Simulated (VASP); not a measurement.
Write the native input for VASP 6.6.1 that does the following.

```
Task                   : single point
Functional             : PBE
Potentials or basis    : VASP PAW PBE potentials, release 64 (Pt)
Cutoff                 : 520 eV
k mesh                 : 12 × 12 × 6
Occupations            : fermi-dirac, width 0.03 eV
Spin                   : collinear spin
Starting moments       : [1.2, 1.2] μB
Fixed moment           : 2.4 μB
Dipole correction      : no
Further INCAR settings : ALGO = Normal; EDIFF = 1e-07; NBANDS = 21
```

The structure of Pt lies in POSCAR:

```
Pt
1.0
    2.7606656158      0.0000000000      0.0000000000
   -1.3803328079      2.3908065546      0.0000000000
    0.0000000000      0.0000000000      4.7921340000
Pt
2
Direct
    0.6666666667      0.3333333333      0.7500000000
    0.3333333333      0.6666666667      0.2500000000
```

This isn't the form of Pt at room conditions, which is fcc.

These files were run (other wordings do the same):

INCAR

```
SYSTEM = Pt
PREC     = Accurate       ! precision mode
ENCUT    = 520            ! plane-wave cutoff, eV
EDIFF    = 1E-7           ! SCF threshold, eV
ISMEAR   = -1             ! smearing method
SIGMA    = 0.03           ! smearing width, eV
LREAL    = .False.        ! projectors in reciprocal space
LASPH    = .True.         ! aspherical terms in the spheres
NELM     = 150            ! most SCF steps
ALGO     = Normal         ! electronic algorithm
ISIF     = 2              ! what is computed and relaxed
LWAVE    = .False.        ! write WAVECAR
LCHARG   = .False.        ! write CHGCAR
ISPIN    = 2              ! spin polarisation
MAGMOM   = 1.2 1.2        ! initial moments
LORBIT   = 11             ! projections on sites
NUPDOWN  = 2.4            ! fixed moment
LMAXMIX  = 4              ! l up to which the mixer works
GGA      = PE             ! functional
NBANDS   = 21             ! bands
```

KPOINTS

```
Automatic mesh
0
Gamma
  12 12 6
  0 0 0
```

Potentials or basis: VASP PAW PBE potentials, release 64 (Pt).

Command:

```bash
$ cat potpaw_PBE.64/Pt/POTCAR > POTCAR
$ mpirun -np 1 vasp_std > vasp.out
```

Results of the run:

| Quantity | Value |
| --- | --- |
| Pressure | 6.2 GPa |
| Net moment | 2.40 μB per cell |
| Site moments | Pt +1.17 μB |
| Valence electrons inside the program's atomic spheres | Pt 9.17 |

Caveat: the stress differs along the axes, from -4 to 11 GPa; the total moment is fixed, so each spin has its own Fermi level and the state may be an excited one.

Wall time 58 s on 1 thread of Intel(R) Xeon(R) Platinum 8488C (Sapphire Rapids) (shared host), peak memory 0.21 GiB.
